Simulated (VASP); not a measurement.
# Ni2HgP2 (I4/mmm) in VASP: single point with PBE

Aim: the single point of Ni2HgP2 with PBE.

Program: VASP 6.6.1. These are calculated values, not measurements. Logs are shortened: lines on timing, memory, paths and dates and some standing lists are left out, and cuts for length are marked.

### 1 The cell of the first run

It takes space group I4/mmm (No. 139, tetragonal). Conventional cell: a = 3.948 Å, b = 3.948 Å, c = 9.490 Å, α = 90.00°, β = 90.00°, γ = 90.00°. Within 3.1 Å of P (site symmetry 4mm) lie 4 Ni at 2.31 Å and 1 P at 2.35 Å and 4 Hg at 3.03 Å. Within 4.0 Å of Hg (site symmetry 4/mmm) lie 10 P at 3.03 to 3.57 Å and 8 Ni at 3.09 Å and 4 Hg at 3.95 Å. Ni (site symmetry -4m2) has 4 P at 2.31 Å and 4 Ni at 2.79 Å and 4 Hg at 3.09 Å within 3.1 Å.

### 2 Single point, PBE

Contents of INCAR:

```
PREC = Accurate
ENCUT = 520
EDIFF = 1E-6
ISMEAR = -1
SIGMA = 0.1
LREAL = False
LASPH = True
NELM = 80
ALGO = Normal
ISIF = 2
LWAVE = False
LCHARG = False
GGA = PE
NBANDS = 29
```

Contents of KPOINTS:

```
regular mesh
0
Gamma
  9 9 9
```

Contents of POSCAR:

```
Ni2HgP2
1.0
    0.0000000000      3.9479260000      0.0000000000
    3.9479260000      0.0000000000      0.0000000000
    1.9739630000      1.9739630000     -4.7449990000
P Hg Ni
2 1 2
Direct
    0.3760000000      0.3760000000      0.2480000000
    0.6240000000      0.6240000000      0.7520000000
    0.0000000000      0.0000000000      0.0000000000
    0.7500000000      0.2500000000      0.5000000000
    0.2500000000      0.7500000000      0.5000000000
```

Potentials or basis: VASP PAW PBE potentials, release 64 (P, Hg, Ni).

Command:

```bash
cat potpaw_PBE.64/P/POTCAR potpaw_PBE.64/Hg/POTCAR potpaw_PBE.64/Ni/POTCAR > POTCAR
mpirun -np 1 vasp_std > vasp.out
```

OUTCAR:

```text
PREC = Accurate
   ENCUT = 520
   EDIFF = 1E-6
   ISMEAR = -1
   LREAL = False
   LASPH = True
   NELM = 80
   ISIF = 2
   GGA = PE

 ion  position               nearest neighbor table
   1  0.376  0.376  0.248-   5 2.31   4 2.31   4 2.31   5 2.31   2 2.35   3 3.03   3 3.03   3 3.03
                             3 3.03
   2  0.624  0.624  0.752-   5 2.31   4 2.31   4 2.31   5 2.31   1 2.35   3 3.03   3 3.03   3 3.03
                             3 3.03
   3  0.000  0.000  0.000-   1 3.03   2 3.03   2 3.03   2 3.03   1 3.03   1 3.03   2 3.03   1 3.03
                             5 3.09   4 3.09   5 3.09   4 3.09   4 3.09   5 3.09   5 3.09   4 3.09
   4  0.750  0.250  0.500-   1 2.31   2 2.31   2 2.31   1 2.31   5 2.79   5 2.79   5 2.79   5 2.79
                             3 3.09   3 3.09   3 3.09   3 3.09
   5  0.250  0.750  0.500-   1 2.31   2 2.31   2 2.31   1 2.31   4 2.79   4 2.79   4 2.79   4 2.79
                             3 3.09   3 3.09   3 3.09   3 3.09

  LATTYP: Found a body centered tetragonal cell.
 ALAT       =     3.9479260000
 C/A-ratio  =     2.4037932829

  Lattice vectors:

 A1 = (  -1.9739630000,   1.9739630000,   4.7449990000)
 A2 = (   1.9739630000,  -1.9739630000,   4.7449990000)
 A3 = (   1.9739630000,   1.9739630000,  -4.7449990000)

Analysis of symmetry for initial positions (statically):
=====================================================================
 Subroutine PRICEL returns:
 Original cell was already a primitive cell.

 Routine SETGRP: Setting up the symmetry group for a
 body centered tetragonal supercell.

 Subroutine GETGRP returns: Found 16 space group operations
 (whereof 16 operations were pure point group operations)
 out of a pool of 16 trial point group operations.

The static configuration has the point symmetry D_4h.

Analysis of symmetry for dynamics (positions and initial velocities):
=====================================================================
 Subroutine PRICEL returns:
 Original cell was already a primitive cell.

 Routine SETGRP: Setting up the symmetry group for a
 body centered tetragonal supercell.

 Subroutine GETGRP returns: Found 16 space group operations
 (whereof 16 operations were pure point group operations)
 out of a pool of 16 trial point group operations.

The dynamic configuration has the point symmetry D_4h.

 Subroutine INISYM returns: Found 16 space group operations
 (whereof 16 operations are pure point group operations),
 and found     1 'primitive' translations

[... 104 lines left out ...]
   IBRION =     -1    ionic relax: 0-MD 1-quasi-New 2-CG
   NFREE  =      0    steps in history (QN), initial steepest desc. (CG)
   ISIF   =      2    stress and relaxation
   ISYM   =      2    0-nonsym 1-usesym 2-fastsym
   POTIM  = 0.5000    time-step for ionic-motion
   TEBEG  =    0.0;   TEEND  =   0.0 temperature during run
   PSTRESS=    0.0 pullay stress
   NELECT =      42.0000    total number of electrons
   NUPDOWN=      -1.0000    fix difference up-down
   EMIN   =  10.00;   EMAX   =-10.00  energy-range for DOS
   EFERMI =   0.00;   METHOD = LEGACY
   ISMEAR =    -1;   SIGMA  =   0.10  broadening in eV -4-tet -1-fermi 0-gaus
   EFERMI_NEDOS =   21; number of points for ismear=-14 and -15
   IALGO  =     38    algorithm
   IMIX   =      4    mixing-type and parameters
     AMIX     =   0.40;   BMIX     =  1.00
     AMIX_MAG =   1.60;   BMIX_MAG =  1.00
  volume/ion in A,a.u.               =      14.79        99.82
  Fermi-wavevector in a.u.,A,eV,Ry     =   1.355709  2.561919 25.006794  1.837947
  Thomas-Fermi vector in A             =   2.482774
   LORBIT       =      0    0 simple, 1 ext, 2 COOP (PROOUT), +10 PAW based schemes
   GGA     = PE    functional components
   LHFCALC =     F    Hartree Fock is set to
   AEXX    =    0.0000 exact exchange contribution
   IVDW    =     0    specifies the selected vdW correction
   LEPSILON=     F    determine dielectric tensor
   LRPA    =     F    only Hartree local field effects (RPA)
 non-spin polarized calculation
  energy-cutoff  :      520.00
  volume of cell :       73.96
 maximum number of plane-waves:      2017
 NGX is ok and might be reduce to    30
   NGX = 15   NGY = 15   NGZ = 21

 number of electron      42.0000016 magnetization

 Free energy of the ion-electron system (eV)
  ---------------------------------------------------
  ext. energy  EPLUGINS =         0.00000000
  ---------------------------------------------------
  free energy    TOTEN  =       -22.43601921 eV

  energy without entropy =      -22.33365960  energy(sigma->0) =      -22.38483941

 E-fermi :   7.6429     XC(G=0): -11.7857

 val. band max:        7.6389617727   @ k =   0.4444   0.4444   0.0000
 cond. band min:       7.6477082220   @ k =  -0.1111  -0.3333   0.2222
 fundamental gap:      0.0087464493
 Fermi energy:         7.6428964862

 k-point     1 :       0.0000    0.0000    0.0000
  band No.  band energies     occupation
      1      -6.1610      2.00000
      2      -2.1889      2.00000
      3      -0.4128      2.00000
      4       0.4205      2.00000
      5       0.5751      2.00000
      6       0.5751      2.00000
[... 757 lines left out ...]
     28      16.3746      0.00000
     29      16.4321      0.00000

 [... further k-points ...]

------------------------ aborting loop because EDIFF is reached ----------------------------------------

  FORCE on cell =-STRESS in cart. coord.  units (eV):
  Direction    XX          YY          ZZ          XY          YZ          ZX
  --------------------------------------------------------------------------------------
  -------------------------------------------------------------------------------------
  Total        0.6533757      0.6533757     -2.4273323      0.0000000     -0.0000000     -0.0000000
  in kB       14.1546590     14.1546590    -52.5854611      0.0000000     -0.0000000     -0.0000000
  external PRESSURE =      -8.0920477 kB  Pullay stress =       0.0000000 kB

 VOLUME and BASIS-vectors are now :
 -----------------------------------------------------------------------------
  energy-cutoff  :      520.00
  volume of cell :       73.96
      direct lattice vectors                 reciprocal lattice vectors
     0.000000000  3.947926000  0.000000000     0.000000000  0.253297554  0.105374100
     3.947926000  0.000000000  0.000000000     0.253297554  0.000000000  0.105374100
     1.973963000  1.973963000 -4.744999000     0.000000000  0.000000000 -0.210748200

 POSITION                                       TOTAL-FORCE (eV/Angst)
 -----------------------------------------------------------------------------------
      1.97396      1.97396     -1.17676         0.000000      0.000000     -0.193650
      3.94793      3.94793     -3.56824        -0.000000     -0.000000      0.193650
      0.00000      0.00000      0.00000        -0.000000      0.000000     -0.000000
      1.97396      3.94793     -2.37250        -0.000000     -0.000000     -0.000000
      3.94793      1.97396     -2.37250         0.000000      0.000000     -0.000000
 -----------------------------------------------------------------------------------
    total drift:                                0.000000     -0.000000     -0.000000

  FREE ENERGIE OF THE ION-ELECTRON SYSTEM (eV)
  ---------------------------------------------------
  free  energy   TOTEN  =       -22.4360192090 eV

  energy  without entropy=      -22.3336596024  energy(sigma->0) =      -22.38483941
```

OSZICAR:

```text
N       E                     dE             d eps       ncg     rms          rms(c)
DAV:   1     0.313960756369E+03    0.31396E+03   -0.19653E+04  4366   0.164E+03
DAV:   2    -0.177676602006E+01   -0.31574E+03   -0.30098E+03  4365   0.364E+02
DAV:   3    -0.242659420743E+02   -0.22489E+02   -0.21826E+02  5150   0.110E+02
DAV:   4    -0.249025196789E+02   -0.63658E+00   -0.63335E+00  4941   0.170E+01
DAV:   5    -0.249204275472E+02   -0.17908E-01   -0.17902E-01  5472   0.307E+00    0.176E+01
DAV:   6    -0.284281760966E+02   -0.35077E+01   -0.38490E+01  5261   0.102E+02    0.234E+01
DAV:   7    -0.223774174765E+02    0.60508E+01   -0.15278E+01  5192   0.108E+02    0.680E+00
DAV:   8    -0.225376463790E+02   -0.16023E+00   -0.29008E+00  5957   0.152E+01    0.493E+00
DAV:   9    -0.224469979587E+02    0.90648E-01   -0.62472E-01  5231   0.125E+01    0.993E-01
DAV:  10    -0.224358610489E+02    0.11137E-01   -0.42229E-02  5528   0.338E+00    0.234E-01
DAV:  11    -0.224360252175E+02   -0.16417E-03   -0.37502E-03  6263   0.453E-01    0.139E-01
DAV:  12    -0.224360286867E+02   -0.34691E-05   -0.21906E-04  5775   0.154E-01    0.494E-02
DAV:  13    -0.224360186985E+02    0.99882E-05   -0.56849E-05  6048   0.958E-02    0.112E-02
DAV:  14    -0.224360192090E+02   -0.51052E-06   -0.62536E-06  4907   0.184E-02
   1 F= -.22436019E+02 E0= -.22384839E+02  d E =-.102360E+00
```

stdout:

```text
POSCAR found type information on POSCAR P HgNi
 POSCAR found :  3 types and       5 ions
 scaLAPACK will be used
 LDA part: xc-table for (Slater+PW92), standard interpolation
 POSCAR, INCAR and KPOINTS ok, starting setup
 FFT: planning ... GRIDC
 FFT: planning ... GRID_SOFT
 FFT: planning ... GRID
 WAVECAR not read
 entering main loop
```

It took 2.7 min on 1 thread of Intel Xeon Platinum 8259CL at 2.50GHz (Skylake/Cascade Lake), shared host; peak memory 0.29 GiB.

Results:

| Property | Result |
| --- | --- |
| Free energy | -22.4360 eV |
| Pressure | -0.8 GPa |
| Largest force | 0.194 eV/Å |
| Band gap on the k mesh | zero (bands 21 and 22 overlap by 1.38 eV) |

Forces in eV/Å, atoms in the order of the input:
```
P    0.000  0.000 -0.194
P    0.000  0.000  0.194
Hg   0.000  0.000  0.000
Ni   0.000  0.000  0.000
Ni   0.000  0.000  0.000
```

Caveat: spin-orbit coupling is left out, which moves the levels of the heavy elements.
